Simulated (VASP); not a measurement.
# Rb (P6_3/mmc) in VASP: notebook

The runs below take Rb through single point, with PBE.

Everything below comes from runs of VASP 6.6.1. Logs are shortened: lines on timing, memory, paths and dates and some standing lists are left out, and cuts for length are marked.

### 1 The cell of the first run

The structure is hexagonal, space group P6_3/mmc (No. 194). Conventional cell: a = 5.037 Å, b = 5.037 Å, c = 16.669 Å, α = 90.00°, β = 90.00°, γ = 120.00°.

This isn't the form of Rb at room conditions, which is bcc.

### 2 Single point, PBE

Input file POSCAR:

```
Rb
1.0
    5.0373491076      0.0000000000      0.0000000000
   -2.5186745538      4.3624722948      0.0000000000
    0.0000000000      0.0000000000     16.6686196506
Rb
4
Direct
    0.0000000000      0.0000000000      0.0000000000
    0.0000000000      0.0000000000      0.5000000000
    0.3333333333      0.6666666667      0.2500000000
    0.6666666667      0.3333333333      0.7500000000
```

Input file INCAR.step1:

```
ALGO = Normal
EDIFF = 1E-6
ENCUT = 520
GGA = PE
ISIF = 2
ISMEAR = -1
LASPH = T
LCHARG = T
LREAL = F
LWAVE = F
NBANDS = 26
NELM = 100
PREC = Accurate
SIGMA = 0.1
```

Input file KPOINTS.step1:

```
k-points
0
Gamma
  7 7 2
```

Input file INCAR.step2:

```
ALGO = Normal
EDIFF = 1E-6
ENCUT = 520
GGA = PE
ICHARG = 11
ISIF = 2
ISMEAR = -5
LASPH = T
LCHARG = F
LORBIT = 10
LREAL = F
LWAVE = F
NBANDS = 26
NEDOS = 1001
NELM = 100
PREC = Accurate
SIGMA = 0.1
```

Input file KPOINTS.step2:

```
k-points
0
Gamma
  11 11 3
```

Potentials or basis: VASP PAW PBE potentials, release 64 (Rb_sv).

Launch:

```bash
$ cat potpaw_PBE.64/Rb_sv/POTCAR > POTCAR
$ cp INCAR.step1 INCAR
$ cp KPOINTS.step1 KPOINTS
$ mpirun -np 1 vasp_std > vasp.out
$ cp INCAR.step2 INCAR
$ cp KPOINTS.step2 KPOINTS
$ mpirun -np 1 vasp_std > vasp.out
```

OUTCAR:

```text
EDIFF = 1E-6
   ENCUT = 520
   GGA = PE
   ICHARG = 11
   ISIF = 2
   ISMEAR = -5
   LASPH = T
   LORBIT = 10
   LREAL = F
   NELM = 100
   PREC = Accurate

 ion  position               nearest neighbor table
   1  0.000  0.000  0.000-   3 5.08   4 5.08   3 5.08   4 5.08   4 5.08   3 5.08
   2  0.000  0.000  0.500-   3 5.08   4 5.08   3 5.08   4 5.08   4 5.08   3 5.08
   3  0.333  0.667  0.250-   1 5.08   2 5.08   1 5.08   2 5.08   1 5.08   2 5.08
   4  0.667  0.333  0.750-   1 5.08   2 5.08   1 5.08   2 5.08   1 5.08   2 5.08

  LATTYP: Found a hexagonal cell.
 ALAT       =     5.0373491076
 C/A-ratio  =     3.3090062441

  Lattice vectors:

 A1 = (   5.0373491076,   0.0000000000,   0.0000000000)
 A2 = (  -2.5186745538,   4.3624722948,   0.0000000000)
 A3 = (   0.0000000000,   0.0000000000,  16.6686196506)

Analysis of symmetry for initial positions (statically):
=====================================================================
 Subroutine PRICEL returns:
 Original cell was already a primitive cell.

 Routine SETGRP: Setting up the symmetry group for a
 hexagonal supercell.

 Subroutine GETGRP returns: Found 24 space group operations
 (whereof 12 operations were pure point group operations)
 out of a pool of 24 trial point group operations.

The static configuration has the point symmetry D_3d.
 The point group associated with its full space group is D_6h.

Analysis of symmetry for dynamics (positions and initial velocities):
=====================================================================
 Subroutine PRICEL returns:
 Original cell was already a primitive cell.

 Routine SETGRP: Setting up the symmetry group for a
 hexagonal supercell.

 Subroutine GETGRP returns: Found 24 space group operations
 (whereof 12 operations were pure point group operations)
 out of a pool of 24 trial point group operations.

The dynamic configuration has the point symmetry D_3d.
 The point group associated with its full space group is D_6h.

 Subroutine INISYM returns: Found 24 space group operations
 (whereof 12 operations are pure point group operations),
 and found     1 'primitive' translations

----------------------------------------------------------------------------------------

                                     Primitive cell

  volume of cell :     366.2978

[... 101 lines left out ...]
   ISYM   =      2    0-nonsym 1-usesym 2-fastsym
   POTIM  = 0.5000    time-step for ionic-motion
   TEBEG  =    0.0;   TEEND  =   0.0 temperature during run
   PSTRESS=    0.0 pullay stress
   NELECT =      36.0000    total number of electrons
   NUPDOWN=      -1.0000    fix difference up-down
   EMIN   =  10.00;   EMAX   =-10.00  energy-range for DOS
   EFERMI =   0.00;   METHOD = LEGACY
   ISMEAR =    -5;   SIGMA  =   0.10  broadening in eV -4-tet -1-fermi 0-gaus
   EFERMI_NEDOS =   21; number of points for ismear=-14 and -15
   IALGO  =     38    algorithm
   IMIX   =      4    mixing-type and parameters
     AMIX     =   0.40;   BMIX     =  1.00
     AMIX_MAG =   1.60;   BMIX_MAG =  1.00
  volume/ion in A,a.u.               =      91.57       617.97
  Fermi-wavevector in a.u.,A,eV,Ry     =   0.755494  1.427676  7.765808  0.570771
  Thomas-Fermi vector in A             =   1.853401
   LORBIT       =     10    0 simple, 1 ext, 2 COOP (PROOUT), +10 PAW based schemes
   GGA     = PE    functional components
   LHFCALC =     F    Hartree Fock is set to
   AEXX    =    0.0000 exact exchange contribution
   IVDW    =     0    specifies the selected vdW correction
   LEPSILON=     F    determine dielectric tensor
   LRPA    =     F    only Hartree local field effects (RPA)
 non-spin polarized calculation
 Fermi weights with tetrahedron method with Bloechl corrections
  energy-cutoff  :      520.00
  volume of cell :      366.30
 maximum number of plane-waves:      9913
 NGX is ok and might be reduce to    40

 number of electron      36.0000000 magnetization

 Free energy of the ion-electron system (eV)
  ---------------------------------------------------
  ext. energy  EPLUGINS =         0.00000000
  ---------------------------------------------------
  free energy    TOTEN  =        -3.74698506 eV

  energy without entropy =       -3.74698506  energy(sigma->0) =       -3.74698506

 E-fermi :   0.0066     XC(G=0):  -5.4502

 val. band max:        0.0323118639   @ k =   0.2727   0.0909   0.3333
 cond. band min:      -0.0201866992   @ k =   0.1818  -0.0000   0.3333
 fundamental gap:     -0.0524985631
 Fermi energy:         0.0065781083

 k-point     1 :       0.0000    0.0000    0.0000
  band No.  band energies     occupation
      1     -28.9024      2.00000
      2     -28.9009      2.00000
      3     -28.9005      2.00000
      4     -28.8990      2.00000
      5     -13.0360      2.00000
      6     -12.9923      2.00000
[... 685 lines left out ...]
     25       2.5603      0.00000
     26       2.6148      0.00000

 [... further k-points ...]

------------------------ aborting loop because EDIFF is reached ----------------------------------------

  FORCE on cell =-STRESS in cart. coord.  units (eV):
  Direction    XX          YY          ZZ          XY          YZ          ZX
  --------------------------------------------------------------------------------------
  -------------------------------------------------------------------------------------
  Total        0.0499955      0.0499955     -0.1638053      0.0000000      0.0000000      0.0000000
  in kB        0.2186791      0.2186791     -0.7164801      0.0000000      0.0000000      0.0000000
  external PRESSURE =      -0.0930406 kB  Pullay stress =       0.0000000 kB

 VOLUME and BASIS-vectors are now :
 -----------------------------------------------------------------------------
  energy-cutoff  :      520.00
  volume of cell :      366.30
      direct lattice vectors                 reciprocal lattice vectors
     5.037349108  0.000000000  0.000000000     0.198517113  0.114613908  0.000000000
    -2.518674554  4.362472295  0.000000000     0.000000000  0.229227817  0.000000000
     0.000000000  0.000000000 16.668619651     0.000000000  0.000000000  0.059992970

 POSITION                                       TOTAL-FORCE (eV/Angst)
 -----------------------------------------------------------------------------------
      0.00000      0.00000      0.00000         0.000000      0.000000      0.000000
      0.00000      0.00000      8.33431         0.000000      0.000000      0.000000
     -0.00000      2.90831      4.16715         0.000000      0.000000      0.000000
      2.51867      1.45416     12.50146        -0.000000     -0.000000     -0.000000
 -----------------------------------------------------------------------------------
    total drift:                               -0.000000      0.000000     -0.000000

  FREE ENERGIE OF THE ION-ELECTRON SYSTEM (eV)
  ---------------------------------------------------
  free  energy   TOTEN  =        -3.7469850573 eV

  energy  without entropy=       -3.7469850573  energy(sigma->0) =       -3.74698506

 total charge

# of ion       s       p       d       tot
------------------------------------------
    1        1.964   5.321   0.005   7.290
    2        1.964   5.321   0.005   7.290
    3        1.964   5.321   0.005   7.290
    4        1.964   5.321   0.005   7.290
--------------------------------------------------
tot          7.857  21.282   0.020  29.160
```

OSZICAR.step1:

```text
N       E                     dE             d eps       ncg     rms          rms(c)
DAV:   1     0.268466609767E+03    0.26847E+03   -0.13465E+04   840   0.107E+03
DAV:   2     0.273758221573E+02   -0.24109E+03   -0.23619E+03  1180   0.222E+02
DAV:   3    -0.285729212752E+01   -0.30233E+02   -0.30074E+02  1276   0.733E+01
DAV:   4    -0.376366714648E+01   -0.90638E+00   -0.90503E+00  1074   0.145E+01
DAV:   5    -0.380739569795E+01   -0.43729E-01   -0.43724E-01  1282   0.254E+00    0.241E+00
DAV:   6    -0.380984478673E+01   -0.24491E-02   -0.12096E-02  1068   0.540E-01    0.146E+00
DAV:   7    -0.381323049632E+01   -0.33857E-02   -0.11389E-02   958   0.491E-01    0.908E-02
DAV:   8    -0.381364615332E+01   -0.41566E-03   -0.71847E-04  1092   0.140E-01    0.261E-02
DAV:   9    -0.381369817378E+01   -0.52020E-04   -0.41093E-05  1162   0.355E-02    0.121E-02
DAV:  10    -0.381370533698E+01   -0.71632E-05   -0.18357E-05   986   0.195E-02    0.264E-03
DAV:  11    -0.381370526369E+01    0.73290E-07   -0.93898E-07   702   0.498E-03
   1 F= -.38137053E+01 E0= -.37569934E+01  d E =-.113424E+00
```

Run time: 4.1 min. Hardware: 1 thread of Intel Xeon Platinum 8488C (Sapphire Rapids), shared host; peak memory 0.54 GiB.

Results:

```
Valence electrons inside the program's atomic spheres : Rb 7.29
```

Levels at points of the mesh, in eV from the Fermi level:
```tsv
k point	band 17	band 18	band 19	band 20	band 21	band 22
(0.00, 0.00, 0.00)	-1.97	-1.32	-1.32	0.09	0.61	2.25
```

Caveat: tetrahedron occupations give inexact forces and stress in metals.

### 3 Single point, PBE (91.57 Å³/atom)

POSCAR is that of step 2.

Input file INCAR.step1:

```
SYSTEM = Rb
ALGO = Normal ; EDIFF = 1E-7
ENCUT = 520 ; GGA = PE
ISIF = 2 ; ISMEAR = -1
LASPH = .True. ; LCHARG = .True.
LREAL = .False. ; LWAVE = .False.
NBANDS = 26 ; NELM = 100
PREC = Accurate ; SIGMA = 0.1
```

Input file KPOINTS.step1:

```
k-points
0
Gamma
  7 7 2
  0 0 0
```

Input file INCAR.step2:

```
SYSTEM = Rb
ALGO = Normal ; EDIFF = 1E-7
ENCUT = 520 ; GGA = PE
ICHARG = 11 ; ISIF = 2
ISMEAR = -5 ; LASPH = .True.
LCHARG = .False. ; LORBIT = 10
LREAL = .False. ; LWAVE = .False.
NEDOS = 2001 ; NELM = 100
PREC = Accurate ; SIGMA = 0.1
```

Input file KPOINTS.step2:

```
k-points
0
Gamma
  11 11 3
  0 0 0
```

Potentials or basis: VASP PAW PBE potentials, release 64 (Rb_sv).

Launch:

```bash
$ cat potpaw_PBE.64/Rb_sv/POTCAR > POTCAR
$ cp INCAR.step1 INCAR
$ cp KPOINTS.step1 KPOINTS
$ mpirun -np 1 vasp_std > vasp.out
$ cp INCAR.step2 INCAR
$ cp KPOINTS.step2 KPOINTS
$ mpirun -np 1 vasp_std > vasp.out
```

Wall time 4.7 min (1 thread of Intel Xeon Platinum 8488C (Sapphire Rapids), shared host); peak memory 0.52 GiB.

It converged, with:

```yaml
Valence_electrons_inside_the_program's_atomic_spheres: Rb 7.29
```

Levels at points of the mesh, in eV from the Fermi level:
| k point | band 15 | band 16 | band 17 | band 18 | band 19 | band 20 | band 21 | band 22 |
| --- | --- | --- | --- | --- | --- | --- | --- | --- |
| (0.00, 0.00, 0.00) | -12.95 | -12.95 | -1.97 | -1.32 | -1.32 | 0.09 | 0.61 | 2.25 |

Caveat: tetrahedron occupations give inexact forces and stress in metals.
